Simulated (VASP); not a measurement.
Wanted: the native input for a VASP 6.6.1 run.

```yaml
Task: single point
Functional: r2SCAN
Potentials_or_basis: VASP PAW PBE potentials, release 64 (Zr_sv, H)
Cutoff: 520 eV
k_mesh: 10 × 10 × 7
Occupations: fermi-dirac, width 0.1 eV
Spin: no spin polarisation
Dipole_correction: no
Further_INCAR_settings: ALGO = Normal; EDIFF = 1e-06; NBANDS = 21
```

The system is ZrH.

```
Zr H
1.0
     3.24997    0.00000    0.00000
     0.00000    3.24997    0.00000
     0.00000    0.00000    4.97016
Zr H
2 2
Cartesian
  0.0000 1.6250 0.0000
  1.6250 0.0000 2.4851
  0.0000 0.0000 3.7276
  0.0000 0.0000 1.2425
```

The input as run:

POSCAR

```
ZrH
1.0
    3.2499708800      0.0000000000      0.0000000000
    0.0000000000      3.2499708800      0.0000000000
    0.0000000000      0.0000000000      4.9701635500
Zr H
2 2
Direct
    0.0000000000      0.5000000000      0.0000000000
    0.5000000000      0.0000000000      0.5000000000
    0.0000000000      0.0000000000      0.7500000000
    0.0000000000      0.0000000000      0.2500000000
```

INCAR.step1

```
PREC = Accurate
ENCUT = 520
ISMEAR = -1
SIGMA = 0.1
LREAL = False
LASPH = True
NELM = 100
NBANDS = 21
GGA = PE
ALGO = Normal
EDIFF = 1E-4
LWAVE = True
LCHARG = False
```

INCAR.step2

```
PREC = Accurate
ENCUT = 520
EDIFF = 1E-6
ISMEAR = -1
SIGMA = 0.1
LREAL = False
LASPH = True
NELM = 100
ALGO = Normal
ISIF = 2
LWAVE = False
LCHARG = False
METAGGA = R2SCAN
LMIXTAU = True
NBANDS = 21
ISTART = 1
```

KPOINTS

```
Automatic mesh
0
Gamma
  10 10 7
```

Potentials or basis: VASP PAW PBE potentials, release 64 (Zr_sv, H).

Command:

```console
$ cat potpaw_PBE.64/Zr_sv/POTCAR potpaw_PBE.64/H/POTCAR > POTCAR
$ cp INCAR.step1 INCAR
$ mpirun -np 1 vasp_std > vasp.out
$ cp INCAR.step2 INCAR
$ mpirun -np 1 vasp_std > vasp.out
```

Results of the run:

- Pressure: -0.1 GPa
- Band gap on the k mesh: zero (bands 13 and 14 overlap by 0.79 eV)

Caveat: the PAW data sets were made with another functional, which shifts forces and pressure a little.

Wall time 3.2 min on 1 thread of Intel(R) Xeon(R) Platinum 8375C CPU @ 2.90GHz (Ice Lake), on a shared host, peak memory 0.22 GiB.
